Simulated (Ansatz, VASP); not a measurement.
Ca in VASP and in Ansatz

```
Ca
1.0
     0.00000    4.02944    4.02944
     4.02944    0.00000    4.02944
     4.02944    4.02944    0.00000
Ca
2
Direct
  0.12500 0.12500 0.12500
  0.87500 0.87500 0.87500
```

Alike in both runs: task single point; functional PBEsol; k mesh 8 × 8 × 8; occupations fermi-dirac, width 0.1 eV; no spin polarisation.

```csv
,VASP,Ansatz
version,VASP 6.6.1,Ansatz 0.2.0
potentials or method,"VASP PAW PBE potentials, release 64 (Ca_sv), cutoff 520 eV","plane waves (420 eV) with PAW, scalar-relativistic"
valence electrons in the cell,20,20
```

```csv
,VASP,Ansatz,Ansatz less VASP
pressure (GPa),0.7,0.7,+0.01
```

VASP's potentials were made for PBE, not for PBEsol, and Ansatz warns of the same on its side. With one functional, cell and mesh, what is left measures potentials, basis and numerics.
